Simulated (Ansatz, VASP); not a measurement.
## Two plane-wave programs on Li4ZrN2

```
Li Zr N
1.0
     0.00000    3.61586    0.00000
    -1.94470    0.00000    4.63235
     5.68258   -1.80793    0.00100
Li Zr N
4 1 2
Cartesian
  1.2460 0.0000 0.5628
  -0.5780 0.0000 2.2496
  3.6477 0.0000 4.0686
  3.7838 0.0000 1.1074
  1.7609 1.8079 3.2553
  4.8028 1.8079 0.2935
  2.2331 0.0000 2.3637
```

Alike in both runs: task single point; functional PBE; k mesh 6 × 6 × 6; occupations gaussian, width 0.2 eV; no spin polarisation.

|  | VASP | Ansatz |
| --- | --- | --- |
| version | VASP 6.6.1 | Ansatz 0.2.0 |
| potentials or method | VASP PAW PBE potentials, release 64 (Li_sv, Zr_sv, N), cutoff 520 eV | scalar-relativistic, plane waves, PAW |
| valence electrons in the cell | 34 | 34 |

|  | VASP | Ansatz | Ansatz less VASP |
| --- | --- | --- | --- |
| gap on the k mesh at the Fermi level (eV) | 0.20 | 0.20 | -0.001 |
| least direct gap on the mesh (eV) | 0.20 | 0.20 | -0.001 |
| rms of the force components (eV/Å) | 0.012 | 0.003 | -0.0081 |

Atom by atom the forces differ by 0.011 eV/Å (rms over components). The functional is the same, so the differences come from potentials, cutoffs and numerics.

Noted on VASP's run: the cutoff is short for stress, so the pressure is rough.
